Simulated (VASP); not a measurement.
# AlSi62 (a cell with a defect) in VASP: single point with PBE

Aim: the single point of AlSi62 (a cell with a defect) with PBE.

Program: VASP 6.6.1. These are calculated values, not measurements. Logs are shortened: lines on timing, memory, paths and dates and some standing lists are left out, and cuts for length are marked.

### 1 The cell of the first run

The cell holds a defect, 63 atoms: a = 10.860 Å, b = 10.860 Å, c = 10.860 Å, α = 90.00°, β = 90.00°, γ = 90.00°.

### 2 Single point, PBE, collinear spin

INCAR reads:

```
SYSTEM = AlSi62
ALGO     = Normal         ! electronic algorithm
EDIFF    = 1E-6           ! SCF threshold, eV
ENCUT    = 520            ! plane-wave cutoff, eV
GGA      = PE             ! functional
ISIF     = 2              ! what is computed and relaxed
ISMEAR   = 0              ! smearing method
ISPIN    = 2              ! spin polarisation
LASPH    = .TRUE.         ! aspherical terms in the spheres
LCHARG   = .FALSE.        ! write CHGCAR
LORBIT   = 11             ! projections on sites
LREAL    = Auto         
LWAVE    = .FALSE.        ! write WAVECAR
MAGMOM   = 0 0 0 0 0 0 0 0 0 0 0 0 0 0 0 0 0 0 0 0 0 0 0 0 0 0 0 0 0 0 0 0 0 0 0 0 0 0 0 0 0 0 0 0 0 0 0 0 0 0 0 0 0 0 0 0 0 0 0 0 0 0 1 ! initial moments
NBANDS   = 166            ! bands
NELM     = 150            ! most SCF steps
PREC     = Accurate       ! precision mode
SIGMA    = 0.02           ! smearing width, eV
```

KPOINTS reads:

```
k-points
0
G
  1 1 1
  0 0 0
```

POSCAR reads:

```
AlSi62
1.0
   10.8600000000      0.0000000000      0.0000000000
    0.0000000000     10.8600000000      0.0000000000
    0.0000000000      0.0000000000     10.8600000000
Si Al
62 1
Direct
    0.4985707450     -0.0002331178      0.0016835327
    0.6373151916      0.1239394966      0.1122650483
    0.8765729667      0.3629248079      0.1121724323
    0.7485439908     -0.0000185942      0.2518710475
    0.8737381989      0.1266789898      0.3760398933
   -0.0124370211      0.0129923356      0.0036132230
    0.1236501730      0.1268270489      0.1275165378
    0.2495415924      0.2513625717      0.0016454935
    0.3780019328      0.3744666001      0.1249380910
    0.5066216073      0.4938470887     -0.0022588228
    0.6260547103      0.6224411649      0.1248564503
    0.7491266714      0.7509912084      0.0015973942
    0.8736641605      0.8768260172      0.1274950810
    0.2486135533     -0.0004775750      0.2529274829
    0.3750733980      0.1273540065      0.3739841172
    0.5079687922      0.2468240753      0.2430752572
    0.6267420066      0.3736932130      0.3725963013
    0.7536341188      0.4923735968      0.2429536528
    0.8728957183      0.6251951718      0.3739786106
    0.4976813751      0.0000405333      0.5006735642
    0.6227870839      0.1256160686      0.6261047716
    0.7495695540      0.2508717977      0.5020831640
    0.8747691507      0.3775745604      0.6262366466
    0.7467064779      0.0146808825      0.7659794294
    0.0007135402      0.5019563192      0.0017835045
    0.1250167300      0.6266886755      0.1282919794
    0.2483452008      0.7522660301      0.0022111554
    0.3738961705      0.8754482498      0.1283709594
    0.0005065035      0.2519323618      0.2519967280
    0.1256342816      0.3775047660      0.3774223019
    0.2521137373      0.4994614749      0.2504344157
    0.3740156774      0.6263305483      0.3759489546
    0.5010310794      0.7482042476      0.2504513218
    0.6229194907      0.8747373434      0.3773435256
   -0.0034420180      0.0038741582      0.5055418818
    0.1153332386      0.1307388841      0.6350619172
    0.2482236595      0.2502232594      0.5041696758
    0.3746827266      0.3780640243      0.6252209123
    0.5010380652      0.4994856927      0.4976182844
    0.6224548531      0.6258191151      0.6251469435
    0.7504054495      0.7524004391      0.5041854561
    0.8696657458      0.8852239603      0.6352093701
    0.2453237925      0.0030944416      0.7531739898
    0.3737717153      0.1261991154      0.8764794539
    0.4996576449      0.2507287189      0.7506006974
    0.6357415835      0.3645700821      0.8745109710
    0.7496500619      0.5007244136      0.7506241634
    0.8741753991      0.6265693973      0.8765215159
    0.0008529202      0.7517425501      0.2529836271
    0.1222635558      0.8780781612      0.3805154223
    0.0003957990      0.5028064663      0.5007568176
    0.1222711063      0.6293470997      0.6276556913
    0.2492898869      0.7512250286      0.5021688258
    0.3712015407      0.8780949187      0.6276714025
   -0.0140270703      0.2536267039      0.7658624298
    0.1247240955      0.3777880487      0.8764435058
    0.2493932528      0.5021298824      0.7497783438
    0.3749508073      0.6253188737      0.8759226996
    0.4982875970      0.7508728990      0.7498298338
    0.6225818119      0.8756029139      0.8763359806
   -0.0027505250      0.7551120910      0.7532571335
    0.1166916160      0.8837131991      0.8803562149
    0.8116691286      0.1887995964     -0.0610050076
```

Potentials or basis: VASP PAW PBE potentials, release 64 (Si, Al).

Launch:

```sh
cat potpaw_PBE.64/Si/POTCAR potpaw_PBE.64/Al/POTCAR > POTCAR
mpirun -np 1 vasp_gam > vasp.out
```

OUTCAR:

```text
SYSTEM = AlSi62
   EDIFF = 1E-6
   ENCUT = 520
   GGA = PE
   ISIF = 2
   ISMEAR = 0
   ISPIN = 2
   LASPH = .TRUE.
   LORBIT = 11
   LREAL = Auto
   NELM = 150
   PREC = Accurate

 ion  position               nearest neighbor table
   1  0.499  1.000  0.002-  60 2.34   2 2.35  28 2.36  44 2.36
   2  0.637  0.124  0.112-   1 2.35   4 2.36  16 2.40  63 2.76
   3  0.877  0.363  0.112-  25 2.35  29 2.36  18 2.40  63 2.76
   4  0.749  1.000  0.252-  13 2.34   5 2.36  34 2.36   2 2.36
   5  0.874  0.127  0.376-  22 2.35  35 2.35   4 2.36  29 2.36
   6  0.988  0.013  0.004-   7 2.35  13 2.35  62 2.39  63 2.79
[... 54 lines left out ...]
  61  0.997  0.755  0.753-  48 2.35  62 2.35  42 2.36  52 2.36
  62  0.117  0.884  0.880-  61 2.35  43 2.35   6 2.39  27 2.42
  63  0.812  0.189  0.939-  24 2.76   3 2.76  55 2.76   2 2.76  46 2.79   6 2.79

  LATTYP: Found a simple cubic cell.
 ALAT       =    10.8600000000

  Lattice vectors:

 A1 = (  10.8600000000,   0.0000000000,   0.0000000000)
 A2 = (   0.0000000000,  10.8600000000,   0.0000000000)
 A3 = (   0.0000000000,   0.0000000000,  10.8600000000)

Analysis of symmetry for initial positions (statically):
=====================================================================
 Subroutine PRICEL returns:
 Original cell was already a primitive cell.

 Routine SETGRP: Setting up the symmetry group for a
 simple cubic supercell.

 Subroutine GETGRP returns: Found  1 space group operations
 (whereof  1 operations were pure point group operations)
 out of a pool of 48 trial point group operations.

The static configuration has the point symmetry C_1 .

Analysis of symmetry for dynamics (positions and initial velocities):
=====================================================================
 Subroutine PRICEL returns:
 Original cell was already a primitive cell.

 Routine SETGRP: Setting up the symmetry group for a
 simple cubic supercell.

 Subroutine GETGRP returns: Found  1 space group operations
 (whereof  1 operations were pure point group operations)
 out of a pool of 48 trial point group operations.

The dynamic configuration has the point symmetry C_1 .

Analysis of structural, dynamic, and magnetic symmetry:
=====================================================================
 Subroutine PRICEL returns:
 Original cell was already a primitive cell.
[... 243 lines left out ...]
   NGX = 41   NGY = 41   NGZ = 41

 number of electron     250.9999997 magnetization       0.9999875

 Free energy of the ion-electron system (eV)
  ---------------------------------------------------
  ext. energy  EPLUGINS =         0.00000000
  ---------------------------------------------------
  free energy    TOTEN  =      -331.08932721 eV

  energy without entropy =     -331.08816402  energy(sigma->0) =     -331.08874561

 E-fermi :   6.1698     XC(G=0):  -9.3409

 val. band max:        6.1396052729   @ k =   0.0000   0.0000   0.0000
 cond. band min:       6.1999052447   @ k =   0.0000   0.0000   0.0000
 fundamental gap:      0.0602999719
 Fermi energy:         6.1697541638

 spin component 1

 k-point     1 :       0.0000    0.0000    0.0000
  band No.  band energies     occupation
      1      -6.1771      1.00000
      2      -5.1427      1.00000
      3      -5.1310      1.00000
      4      -5.1207      1.00000
      5      -5.1207      1.00000
      6      -5.0680      1.00000
[... 129 lines left out ...]
    136       6.9036      0.00000
    137       6.9095      0.00000
 Fermi energy:         6.1697541638

 spin component 2

 k-point     1 :       0.0000    0.0000    0.0000
  band No.  band energies     occupation
      1      -6.1646      1.00000
      2      -5.1320      1.00000
      3      -5.1130      1.00000
      4      -5.1095      1.00000
      5      -5.1074      1.00000
      6      -5.0603      1.00000
[... 129 lines left out ...]
    136       6.9142      0.00000
    137       6.9206      0.00000
 [bands above 137 left out]

------------------------ aborting loop because EDIFF is reached ----------------------------------------

  FORCE on cell =-STRESS in cart. coord.  units (eV):
  Direction    XX          YY          ZZ          XY          YZ          ZX
  --------------------------------------------------------------------------------------
  -------------------------------------------------------------------------------------
  Total       10.5840533     10.4024020      8.9287492      5.9446013     -3.2613897      3.5063260
  in kB       13.2395470     13.0123202     11.1689341      7.4360763     -4.0796585      4.3860482
  external PRESSURE =      12.4736004 kB  Pullay stress =       0.0000000 kB

 VOLUME and BASIS-vectors are now :
 -----------------------------------------------------------------------------
  energy-cutoff  :      520.00
  volume of cell :     1280.82
      direct lattice vectors                 reciprocal lattice vectors
    10.860000000  0.000000000  0.000000000     0.092081031  0.000000000  0.000000000
     0.000000000 10.860000000  0.000000000     0.000000000  0.092081031  0.000000000
     0.000000000  0.000000000 10.860000000     0.000000000  0.000000000  0.092081031

 POSITION                                       TOTAL-FORCE (eV/Angst)
 -----------------------------------------------------------------------------------
      5.41448     10.85747      0.01828         0.000759     -0.000237     -0.001738
      6.92124      1.34598      1.21920        -0.000523     -0.006458      0.001368
      9.51958      3.94136      1.21819         0.005544      0.002433      0.002177
      8.12919     10.85980      2.73532         0.003394     -0.000483      0.000434
      9.48880      1.37573      4.08379        -0.001531      0.001966      0.000511
     10.72493      0.14110      0.03924         0.002964     -0.002007      0.006612
[... 55 lines left out ...]
      1.26727      9.59713      9.56067        -0.000494      0.002442     -0.003309
      8.81473      2.05036     10.19749        -0.001711     -0.000829      0.001794
 -----------------------------------------------------------------------------------
    total drift:                               -0.000924      0.014084      0.027024

  FREE ENERGIE OF THE ION-ELECTRON SYSTEM (eV)
  ---------------------------------------------------
  free  energy   TOTEN  =      -331.0893272084 eV

  energy  without entropy=     -331.0881640171  energy(sigma->0) =     -331.08874561

 total charge

# of ion       s       p       d       tot
------------------------------------------
    1        0.741   0.957   0.000   1.698
    2        0.767   0.886   0.000   1.652
    3        0.767   0.886   0.000   1.653
    4        0.742   0.952   0.000   1.694
    5        0.738   0.958   0.000   1.696
    6        0.764   0.885   0.000   1.649
[... 55 lines left out ...]
   62        0.743   0.929   0.000   1.672
   63        0.387   0.317   0.000   0.704
--------------------------------------------------
tot         46.500  58.778   0.000 105.278

 magnetization (x)

# of ion       s       p       d       tot
------------------------------------------
    1        0.000   0.010   0.000   0.010
    2        0.010   0.033   0.000   0.044
    3        0.011   0.036   0.000   0.047
    4        0.001   0.003   0.000   0.004
    5       -0.000  -0.001   0.000  -0.001
    6        0.001   0.005   0.000   0.006
[... 55 lines left out ...]
   62       -0.000   0.001   0.000   0.001
   63       -0.003  -0.003   0.000  -0.006
--------------------------------------------------
tot          0.057   0.334   0.000   0.391
```

Wall time 24 min (1 thread of Intel Xeon 8259CL, shared host); peak memory 1.5 GiB.

What came out:

```yaml
Free_energy: -331.0893 eV
Pressure: 1.2 GPa
Largest_force: 0.009 eV/Å
Net_moment: 1.00 μB per cell
Site_moments: Si +0.01, +0.04, +0.05, +0.00, -0.00 (each value once); Al -0.01 μB
Valence_electrons_inside_the_program's_atomic_spheres: Si 1.70, 1.65, 1.69, 1.67, 1.68 (each value once); Al 0.70
```

Forces in eV/Å, atoms in the order of the input:
```
Si   0.001  0.000 -0.002
Si  -0.001 -0.006  0.001
Si   0.006  0.002  0.002
Si   0.003  0.000  0.000
Si  -0.002  0.002  0.001
Si   0.003 -0.002  0.007
Si   0.000  0.002 -0.002
Si   0.000 -0.001 -0.001
Si  -0.002  0.000 -0.001
Si   0.000  0.000  0.004
Si   0.002  0.001 -0.001
Si   0.001 -0.001 -0.002
Si  -0.002  0.000 -0.002
Si  -0.002 -0.001  0.000
Si   0.000 -0.001 -0.002
Si  -0.001  0.001  0.000
Si   0.001 -0.001  0.001
Si  -0.002  0.000  0.000
Si   0.001  0.001 -0.002
Si   0.002 -0.001  0.003
Si  -0.001  0.004  0.002
Si   0.000  0.001 -0.001
Si  -0.002  0.000  0.001
Si  -0.005 -0.005 -0.002
Si   0.001  0.000 -0.001
Si  -0.001  0.000  0.000
Si  -0.001  0.001  0.003
Si   0.001  0.001 -0.001
Si   0.001 -0.002  0.000
Si  -0.001 -0.001 -0.002
Si  -0.002 -0.001  0.000
Si   0.000  0.001 -0.001
Si  -0.001  0.001  0.000
Si   0.000  0.001 -0.002
Si  -0.001 -0.001 -0.001
Si   0.001 -0.003  0.002
Si  -0.003  0.001  0.003
Si   0.001 -0.001  0.000
Si   0.001 -0.001  0.001
Si   0.001  0.000  0.000
Si  -0.001  0.001  0.002
Si   0.003  0.000 -0.001
Si  -0.001  0.002  0.002
Si  -0.001  0.001  0.001
Si  -0.001 -0.001  0.000
Si  -0.004  0.004 -0.007
Si   0.001  0.001  0.000
Si  -0.001  0.002  0.001
Si   0.001  0.002  0.002
Si   0.003 -0.001 -0.001
Si   0.001  0.000  0.003
Si   0.002 -0.001 -0.002
Si   0.000 -0.001 -0.001
Si   0.000 -0.001 -0.003
Si   0.003  0.005 -0.003
Si   0.001 -0.001  0.001
Si  -0.002 -0.003  0.000
Si   0.000  0.000 -0.001
Si   0.003  0.000  0.000
Si   0.001  0.001  0.002
Si  -0.002  0.000  0.001
Si   0.000  0.002 -0.003
Al  -0.002 -0.001  0.002
```

Stress tensor (GPa, compression positive):
```
 1.32  0.74  0.44
 0.74  1.30 -0.41
 0.44 -0.41  1.12
```

Caveat: the k points lie up to 0.58 Å⁻¹ apart.
